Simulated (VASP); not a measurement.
# ZnGaAs2 (I-42d) in VASP: a series of runs

The runs below take ZnGaAs2 through single point, relaxation of cell and atoms, with LDA, r2SCAN.

Everything below comes from runs of VASP 6.6.1. Logs are shortened: lines on timing, memory, paths and dates and some standing lists are left out, and cuts for length are marked.

## (1) The cell of the first run

It takes space group I-42d (No. 122, tetragonal). The conventional cell has a = 5.583 Å, b = 5.583 Å, c = 11.035 Å, α = 90.00°, β = 90.00°, γ = 90.00°. Ga (site symmetry -4) has 4 As at 2.42 Å within 3.2 Å. Within 3.2 Å of As (site symmetry 2) lie 2 Zn at 2.40 Å and 2 Ga at 2.42 Å. Within 3.2 Å of Zn (site symmetry -4) lie 4 As at 2.40 Å.

## (2) Single point, LDA

The input, INCAR:

```
SYSTEM = ZnGaAs2
PREC = Accurate
ENCUT = 520
EDIFF = 1E-6
ISMEAR = -1
SIGMA = 0.1
LREAL = .False.
LASPH = .True.
NELM = 100
ALGO = Normal
ISIF = 2
LWAVE = .False.
LCHARG = .False.
NBANDS = 45
```

The input, KPOINTS:

```
Automatic mesh
0
Gamma
  4 4 4
  0 0 0
```

The input, POSCAR:

```
ZnGaAs2
1.0
    0.0000000000      5.5828543179      0.0000000000
    5.5828543179      0.0000000000      0.0000000000
    2.7914271589      2.7914271589     -5.5176369142
Ga As Zn
2 4 2
Direct
    0.5000000000      0.5000000000      0.0000000000
    0.2500000000      0.7500000000      0.5000000000
    0.3750000000      0.3713125221      0.7500000000
    0.6286874779      0.1250000000      0.2500000000
    0.8750000000      0.8786874779      0.7500000000
    0.1213125221      0.6250000000      0.2500000000
    0.0000000000      0.0000000000      0.0000000000
    0.7500000000      0.2500000000      0.5000000000
```

Potentials or basis: VASP PAW LDA potentials, release 64 (Ga_d, As, Zn).

On the command line:

```console
> cat potpaw_LDA.64/Ga_d/POTCAR potpaw_LDA.64/As/POTCAR potpaw_LDA.64/Zn/POTCAR > POTCAR
> mpirun -np 1 vasp_std > vasp.out
```

OUTCAR:

```text
SYSTEM = ZnGaAs2
   PREC = Accurate
   ENCUT = 520
   EDIFF = 1E-6
   ISMEAR = -1
   LREAL = .False.
   LASPH = .True.
   NELM = 100
   ISIF = 2

 ion  position               nearest neighbor table
   1  0.500  0.500  0.000-   3 2.42   4 2.42   6 2.42   5 2.42
   2  0.250  0.750  0.500-   6 2.42   5 2.42   3 2.42   4 2.42
   3  0.375  0.371  0.750-   8 2.40   7 2.40   1 2.42   2 2.42
   4  0.629  0.125  0.250-   8 2.40   7 2.40   1 2.42   2 2.42
   5  0.875  0.879  0.750-   7 2.40   8 2.40   2 2.42   1 2.42
   6  0.121  0.625  0.250-   7 2.40   8 2.40   2 2.42   1 2.42
   7  0.000  0.000  0.000-   5 2.40   4 2.40   6 2.40   3 2.40
   8  0.750  0.250  0.500-   4 2.40   5 2.40   3 2.40   6 2.40

  LATTYP: Found a body centered tetragonal cell.
 ALAT       =     5.5828543179
 C/A-ratio  =     1.9766365375

  Lattice vectors:

 A1 = (  -2.7914271589,   2.7914271590,   5.5176369142)
 A2 = (   2.7914271590,  -2.7914271589,   5.5176369142)
 A3 = (   2.7914271589,   2.7914271589,  -5.5176369142)

Analysis of symmetry for initial positions (statically):
=====================================================================
 Subroutine PRICEL returns:
 Original cell was already a primitive cell.

 Routine SETGRP: Setting up the symmetry group for a
 body centered tetragonal supercell.

 Subroutine GETGRP returns: Found  8 space group operations
 (whereof  4 operations were pure point group operations)
 out of a pool of 16 trial point group operations.

The static configuration has the point symmetry S_4 .
 The point group associated with its full space group is D_2d.

Analysis of symmetry for dynamics (positions and initial velocities):
=====================================================================
 Subroutine PRICEL returns:
 Original cell was already a primitive cell.

 Routine SETGRP: Setting up the symmetry group for a
 body centered tetragonal supercell.

 Subroutine GETGRP returns: Found  8 space group operations
 (whereof  4 operations were pure point group operations)
 out of a pool of 16 trial point group operations.

The dynamic configuration has the point symmetry S_4 .
 The point group associated with its full space group is D_2d.

 Subroutine INISYM returns: Found  8 space group operations
 (whereof  4 operations are pure point group operations),
 and found     1 'primitive' translations

----------------------------------------------------------------------------------------

[... 98 lines left out ...]
   ISIF   =      2    stress and relaxation
   ISYM   =      2    0-nonsym 1-usesym 2-fastsym
   POTIM  = 0.5000    time-step for ionic-motion
   TEBEG  =    0.0;   TEEND  =   0.0 temperature during run
   PSTRESS=    0.0 pullay stress
   NELECT =      70.0000    total number of electrons
   NUPDOWN=      -1.0000    fix difference up-down
   EMIN   =  10.00;   EMAX   =-10.00  energy-range for DOS
   EFERMI =   0.00;   METHOD = LEGACY
   ISMEAR =    -1;   SIGMA  =   0.10  broadening in eV -4-tet -1-fermi 0-gaus
   EFERMI_NEDOS =   21; number of points for ismear=-14 and -15
   IALGO  =     38    algorithm
   IMIX   =      4    mixing-type and parameters
     AMIX     =   0.40;   BMIX     =  1.00
     AMIX_MAG =   1.60;   BMIX_MAG =  1.00
  volume/ion in A,a.u.               =      21.50       145.07
  Fermi-wavevector in a.u.,A,eV,Ry     =   1.213256  2.292720 20.027625  1.471989
  Thomas-Fermi vector in A             =   2.348713
   LORBIT       =      0    0 simple, 1 ext, 2 COOP (PROOUT), +10 PAW based schemes
   GGA     = CA    functional components
   LHFCALC =     F    Hartree Fock is set to
   AEXX    =    0.0000 exact exchange contribution
   IVDW    =     0    specifies the selected vdW correction
   LEPSILON=     F    determine dielectric tensor
   LRPA    =     F    only Hartree local field effects (RPA)
 non-spin polarized calculation
  energy-cutoff  :      520.00
  volume of cell :      171.98
 maximum number of plane-waves:      4657
 NGX is ok and might be reduce to    42
   NGX = 21   NGY = 21   NGZ = 25

 number of electron      70.0000020 magnetization

 Free energy of the ion-electron system (eV)
  ---------------------------------------------------
  ext. energy  EPLUGINS =         0.00000000
  ---------------------------------------------------
  free energy    TOTEN  =       -33.54094935 eV

  energy without entropy =      -33.42780428  energy(sigma->0) =      -33.48437681

 E-fermi :   2.7570     XC(G=0): -10.0455

 val. band max:        2.6980327809   @ k =   0.5000   0.2500   0.0000
 cond. band min:       2.8434277643   @ k =   0.5000   0.5000   0.0000
 fundamental gap:      0.1453949834
 Fermi energy:         2.7569527580

 k-point     1 :       0.0000    0.0000    0.0000
  band No.  band energies     occupation
      1     -11.7202      2.00000
      2     -11.7202      2.00000
      3     -11.7163      2.00000
      4     -11.6499      2.00000
      5     -11.6411      2.00000
      6     -11.6411      2.00000
[... 613 lines left out ...]
     44       7.3246      0.00000
     45      10.7182      0.00000

------------------------ aborting loop because EDIFF is reached ----------------------------------------

  FORCE on cell =-STRESS in cart. coord.  units (eV):
  Direction    XX          YY          ZZ          XY          YZ          ZX
  --------------------------------------------------------------------------------------
  -------------------------------------------------------------------------------------
  Total        0.3856388      0.3856388      0.3807864      0.0000000      0.0000000      0.0000000
  in kB        3.5927384      3.5927384      3.5475314      0.0000000      0.0000000      0.0000000
  external PRESSURE =       3.5776694 kB  Pullay stress =       0.0000000 kB

 VOLUME and BASIS-vectors are now :
 -----------------------------------------------------------------------------
  energy-cutoff  :      520.00
  volume of cell :      171.98
      direct lattice vectors                 reciprocal lattice vectors
     0.000000000  5.582854318  0.000000000     0.000000000  0.179119845  0.090618503
     5.582854318  0.000000000  0.000000000     0.179119845  0.000000000  0.090618503
     2.791427159  2.791427159 -5.517636914     0.000000000  0.000000000 -0.181237007

 POSITION                                       TOTAL-FORCE (eV/Angst)
 -----------------------------------------------------------------------------------
      2.79143      2.79143      0.00000        -0.000000     -0.000000     -0.000000
      5.58285      2.79143     -2.75882        -0.000000     -0.000000     -0.000000
      4.16655      4.18714     -4.13823         0.007078     -0.000000      0.000000
      1.39571      4.20773     -1.37941        -0.000000     -0.007078     -0.000000
      6.99915      6.97857     -4.13823        -0.007078     -0.000000     -0.000000
      4.18714      1.37513     -1.37941        -0.000000      0.007078     -0.000000
      0.00000      0.00000      0.00000        -0.000000     -0.000000     -0.000000
      2.79143      5.58285     -2.75882        -0.000000     -0.000000     -0.000000
 -----------------------------------------------------------------------------------
    total drift:                               -0.000009     -0.000009     -0.000002

  FREE ENERGIE OF THE ION-ELECTRON SYSTEM (eV)
  ---------------------------------------------------
  free  energy   TOTEN  =       -33.5409493515 eV

  energy  without entropy=      -33.4278042766  energy(sigma->0) =      -33.48437681
```

stdout:

```text
POSCAR found type information on POSCAR GaAsZn
 POSCAR found :  3 types and       8 ions
 scaLAPACK will be used
 LDA part: xc-table for (Slater(with rela. corr.)+CA(PZ))
 , standard interpolation
 POSCAR, INCAR and KPOINTS ok, starting setup
 FFT: planning ... GRIDC
 FFT: planning ... GRID_SOFT
 FFT: planning ... GRID
 WAVECAR not read
 entering main loop
```

Run time: 2 min. Hardware: 1 thread of Intel Xeon Platinum 8375C at 2.90GHz (Ice Lake), shared host; peak memory 0.28 GiB.

What came out:

* Free energy: -33.5409 eV
* Pressure: 0.4 GPa
* Largest force: 0.007 eV/Å
* Band gap on the k mesh: zero (bands 35 and 36 overlap by 1.71 eV)

Forces on the atoms (eV/Å):
```
Ga   0.000  0.000  0.000
Ga   0.000  0.000  0.000
As   0.007  0.000  0.000
As   0.000 -0.007  0.000
As  -0.007  0.000  0.000
As   0.000  0.007  0.000
Zn   0.000  0.000  0.000
Zn   0.000  0.000  0.000
```

## (3) Single point, r2SCAN

This run uses another cell than the first one, of 22.45 Å³/atom.

The input, POSCAR:

```
ZnGaAs2
1.0
    0.0000000000      5.6615475861      0.0000000000
    5.6615475861      0.0000000000      0.0000000000
    2.8307737930      2.8307737930     -5.6022297789
Ga As Zn
2 4 2
Direct
    0.5000000000      0.5000000000      0.0000000000
    0.2500000000      0.7500000000      0.5000000000
    0.3750000000      0.3737789433      0.7500000000
    0.6262210567      0.1250000000      0.2500000000
    0.8750000000      0.8762210567      0.7500000000
    0.1237789433      0.6250000000      0.2500000000
    0.0000000000      0.0000000000      0.0000000000
    0.7500000000      0.2500000000      0.5000000000
```

The input, INCAR.step1:

```
PREC = Accurate
ENCUT = 520
ISMEAR = -1
SIGMA = 0.1
LREAL = F
LASPH = T
NELM = 100
NBANDS = 45
GGA = PE
ALGO = Normal
EDIFF = 1E-4
LWAVE = T
LCHARG = F
```

The input, INCAR.step2:

```
PREC = Accurate
ENCUT = 520
EDIFF = 1E-6
ISMEAR = -1
SIGMA = 0.1
LREAL = F
LASPH = T
NELM = 100
ALGO = Normal
ISIF = 2
LWAVE = F
LCHARG = F
METAGGA = R2SCAN
LMIXTAU = T
NBANDS = 45
ISTART = 1
```

The input, KPOINTS:

```
Automatic mesh
0
Gamma
  4 4 4
```

Potentials or basis: VASP PAW PBE potentials, release 64 (Ga_d, As, Zn).

On the command line:

```console
> cat potpaw_PBE.64/Ga_d/POTCAR potpaw_PBE.64/As/POTCAR potpaw_PBE.64/Zn/POTCAR > POTCAR
> cp INCAR.step1 INCAR
> mpirun -np 1 vasp_std > vasp.out
> cp INCAR.step2 INCAR
> mpirun -np 1 vasp_std > vasp.out
```

It took 8 min on 1 thread of Intel Xeon Platinum 8375C at 2.90GHz (Ice Lake), shared host; peak memory 0.39 GiB.

It converged, with:

* Free energy: -101.3899 eV
* Pressure: 0.1 GPa
* Band gap on the k mesh: zero (bands 35 and 36 overlap by 1.62 eV)

Levels at points of the mesh, in eV from the Fermi level:
| k point | band 32 | band 33 | band 34 | band 35 | band 36 | band 37 | band 38 | band 39 |
| --- | --- | --- | --- | --- | --- | --- | --- | --- |
| (0.00, 0.00, 0.00) | -1.72 | -1.72 | 1.01 | 1.01 | 1.07 | 2.46 | 2.85 | 3.16 |
| (0.50, 0.00, 0.00) | -1.43 | -1.36 | -1.08 | -0.40 | -0.09 | 4.28 | 4.45 | 4.68 |
| (0.50, 0.50, 0.00) | -0.45 | -0.16 | -0.16 | 0.07 | 0.07 | 2.72 | 2.72 | 4.44 |
| (0.00, 0.00, 0.50) | -1.69 | -0.75 | -0.75 | -0.61 | -0.61 | 2.91 | 2.91 | 3.01 |

Caveat: the PAW data sets were made with another functional, which shifts forces and pressure a little.

## (4) Single point, r2SCAN

This run uses another cell than the first one, of 22.45 Å³/atom.

The input, POSCAR:

```
ZnGaAs2
1.0
    0.0000000000      5.6615475512      0.0000000000
    5.6615475512      0.0000000000      0.0000000000
    2.8307737756      2.8307737756     -5.6022299643
Ga As Zn
2 4 2
Direct
    0.5000000000      0.5000000000      0.0000000000
    0.2500000000      0.7500000000      0.5000000000
    0.3750000000      0.3737789130      0.7500000000
    0.6262210870      0.1250000000      0.2500000000
    0.8750000000      0.8762210870      0.7500000000
    0.1237789130      0.6250000000      0.2500000000
    0.0000000000      0.0000000000      0.0000000000
    0.7500000000      0.2500000000      0.5000000000
```

The input, INCAR.step1:

```
SYSTEM = ZnGaAs2
PREC = Accurate
ENCUT = 520
ISMEAR = -1
SIGMA = 0.1
LREAL = .FALSE.
LASPH = .TRUE.
NELM = 100
NBANDS = 45
GGA = PE
ALGO = Normal
EDIFF = 1E-4
LWAVE = .TRUE.
LCHARG = .FALSE.
```

The input, INCAR.step2:

```
SYSTEM = ZnGaAs2
PREC = Accurate
ENCUT = 520
EDIFF = 1E-7
ISMEAR = -1
SIGMA = 0.1
LREAL = .FALSE.
LASPH = .TRUE.
NELM = 100
ALGO = Normal
ISIF = 2
LWAVE = .FALSE.
LCHARG = .TRUE.
METAGGA = R2SCAN
LMIXTAU = .TRUE.
LELF = .TRUE.
LVHAR = .TRUE.
NBANDS = 45
ISTART = 1
```

The input, KPOINTS:

```
regular mesh
0
G
  4 4 4
  0 0 0
```

On the command line:

```console
> cat potpaw_PBE.64/Ga_d/POTCAR potpaw_PBE.64/As/POTCAR potpaw_PBE.64/Zn/POTCAR > POTCAR
> cp INCAR.step1 INCAR
> mpirun -np 1 vasp_std > vasp.out
> cp INCAR.step2 INCAR
> mpirun -np 1 vasp_std > vasp.out
```

Run time: 12 min. Hardware: 1 thread of Intel Xeon Platinum 8375C at 2.90GHz (Ice Lake), shared host; peak memory 0.39 GiB.

Results (log left out):

- Free energy: -101.3899 eV
- Pressure: 0.1 GPa
- Band gap on the k mesh: zero (bands 35 and 36 overlap by 1.62 eV)

Levels at points of the mesh, in eV from the Fermi level:
| k point | band 33 | band 34 | band 35 | band 36 | band 37 | band 38 |
| --- | --- | --- | --- | --- | --- | --- |
| (0.00, 0.00, 0.00) | -1.72 | 1.01 | 1.01 | 1.07 | 2.46 | 2.85 |
| (0.50, 0.00, 0.00) | -1.36 | -1.08 | -0.40 | -0.09 | 4.28 | 4.45 |
| (0.50, 0.50, 0.00) | -0.16 | -0.16 | 0.07 | 0.07 | 2.72 | 2.72 |
| (0.00, 0.00, 0.50) | -0.75 | -0.75 | -0.61 | -0.61 | 2.91 | 2.91 |

Caveat: the PAW data sets were made with another functional, which shifts forces and pressure a little.

## (5) Relaxation of cell and atoms, LDA

This run uses another cell than the first one, of 22.31 Å³/atom.

The input, INCAR:

```
ALGO     = Normal         # electronic algorithm
EDIFF    = 1E-6           # SCF threshold, eV
EDIFFG   = -0.05          # ionic threshold
ENCUT    = 600            # plane-wave cutoff, eV
GGA      = CA             # functional
IBRION   = 2              # ionic algorithm
ISIF     = 3              # what is computed and relaxed
ISMEAR   = -1             # smearing method
LASPH    = T              # aspherical terms in the spheres
LCHARG   = F              # write CHGCAR
LREAL    = F              # projectors in reciprocal space
LWAVE    = F              # write WAVECAR
NELM     = 60             # most SCF steps
NSW      = 60             # ionic steps
PREC     = Accurate       # precision mode
SIGMA    = 0.1            # smearing width, eV
```

The input, KPOINTS:

```
k-points
0
Gamma
  4 4 4
```

The input, POSCAR:

```
ZnGaAs2
1.0
    0.0000000000      5.6300340000      0.0000000000
    5.6300340000      0.0000000000      0.0000000000
    2.8150170000      2.8150170000     -5.6300340000
Ga As Zn
2 4 2
Direct
    0.5000000000      0.5000000000      0.0000000000
    0.2500000000      0.7500000000      0.5000000000
    0.3750000000      0.3620000000      0.7500000000
    0.6380000000      0.1250000000      0.2500000000
    0.8750000000      0.8880000000      0.7500000000
    0.1120000000      0.6250000000      0.2500000000
    0.0000000000      0.0000000000      0.0000000000
    0.7500000000      0.2500000000      0.5000000000
```

Potentials or basis: VASP PAW LDA potentials, release 64 (Ga_d, As, Zn).

On the command line:

```console
> cat potpaw_LDA.64/Ga_d/POTCAR potpaw_LDA.64/As/POTCAR potpaw_LDA.64/Zn/POTCAR > POTCAR
> mpirun -np 1 vasp_std > vasp.out
```

Wall time 8.7 min (1 thread of Intel Xeon Platinum 8375C at 2.90GHz (Ice Lake), shared host); peak memory 0.34 GiB.

It converged, with:

| Property | Result |
| --- | --- |
| Free energy | -33.5416 eV |
| Relaxed volume | 21.57 Å³/atom |
| Relaxed cell | a = 5.570 Å, b = 5.570 Å, c = 6.815 Å, α = 65.88°, β = 65.88°, γ = 90.00° |
| Space group after relaxing (to 0.1 Å) | I-42d (No. 122) |
| Energy gained by relaxing | 11.6 meV/atom |
| Ionic steps | 5 |
| Pressure after relaxing | 0.1 GPa |
| Largest force after relaxing | 0.004 eV/Å |
| Band gap on the k mesh | zero (bands 35 and 36 overlap by 1.69 eV) |

Forces in eV/Å, atoms in the order of the input:
```
Ga   0.000  0.000  0.000
Ga   0.000  0.000  0.000
As  -0.004  0.000  0.000
As   0.000  0.004  0.000
As   0.004  0.000  0.000
As   0.000 -0.004  0.000
Zn   0.000  0.000  0.000
Zn   0.000  0.000  0.000
```

Stress tensor (GPa, compression positive):
```
 0.17  0.00  0.00
 0.00  0.17  0.00
 0.00  0.00 -0.04
```

Step by step:
```
step  energy change (eV)  largest force (eV/Å)  pressure (GPa)  volume (Å³)
   1              0.0000                0.4825           -2.19       178.46
   2             -0.0706                0.2824            0.83       170.70
   3             -0.0712                0.2996            0.61       171.28
   4             -0.0887                0.1232            0.30       172.01
   5             -0.0926                0.0044            0.10       172.54
```

Final structure:
```
Ga As Zn
1.0
     0.00000    5.56950    0.00000
     5.56950    0.00000    0.00000
     2.78475    2.78475   -5.56235
Ga As Zn
2 4 2
Direct
  0.50000 0.50000 0.00000
  0.25000 0.75000 0.50000
  0.37500 0.37147 0.75000
  0.62853 0.12500 0.25000
  0.87500 0.87853 0.75000
  0.12146 0.62500 0.25000
  0.00000 0.00000 0.00000
  0.75000 0.25000 0.50000
```

Levels at points of the mesh, in eV from the Fermi level:
| k point | band 33 | band 34 | band 35 | band 36 | band 37 | band 38 |
| --- | --- | --- | --- | --- | --- | --- |
| (0.00, 0.00, 0.00) | -1.73 | 1.09 | 1.09 | 1.10 | 2.08 | 2.45 |
| (0.50, 0.00, 0.00) | -1.43 | -1.16 | -0.41 | -0.11 | 4.01 | 4.13 |
| (0.50, 0.50, 0.00) | -0.11 | -0.11 | 0.08 | 0.08 | 2.35 | 2.35 |
| (0.00, 0.00, 0.50) | -0.72 | -0.72 | -0.60 | -0.60 | 2.45 | 2.45 |

[end of part 1 of 2]
